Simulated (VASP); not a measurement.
Input of a VASP 6.6.1 run:

The input INCAR:

```
SYSTEM = B
ALGO = Normal
EDIFF = 1E-6
EDIFFG = -0.005
ENCUT = 600
GGA = PS
IBRION = 2
ISIF = 3
ISMEAR = -1
LASPH = .TRUE.
LCHARG = .FALSE.
LREAL = .FALSE.
LWAVE = .FALSE.
NELM = 100
NSW = 60
PREC = Accurate
PSTRESS = 1900.0
SIGMA = 0.1
```

KPOINTS

```
k-points
0
G
  18 18 18
  0 0 0
```

The input POSCAR:

```
B
1.0
    0.0000000000      1.6551070753      1.6551070753
    1.6551070753      0.0000000000      1.6551070753
    1.6551070753      1.6551070753      0.0000000000
B
2
Direct
   -0.1250000000     -0.1250000000     -0.1250000000
    0.1250000000      0.1250000000      0.1250000000
```

Potentials or basis: VASP PAW PBE potentials, release 64 (B).

Launch:

```bash
$ cat potpaw_PBE.64/B/POTCAR > POTCAR
$ mpirun -np 1 vasp_std > vasp.out
```

(1) Estimate the band gap on the k mesh.

(2) Estimate the relaxed volume.

(3) Predict the space group after relaxing (to 0.05 Å).

(4) Estimate the relaxed cell.

## Answers

(1) zero (band 3 reaches 14.10 eV, above the bottom of band 4 at 3.10 eV).

(2) 5.14 Å³/atom.

(3) Fd-3m (No. 227).

(4) a = 2.441 Å, b = 2.441 Å, c = 2.441 Å, α = 60.00°, β = 60.00°, γ = 60.00°.

Caveat: the cell is relaxed towards a set pressure, so the enthalpy falls and the energy may rise; the PAW data sets were made with another functional, which shifts forces and pressure a little.
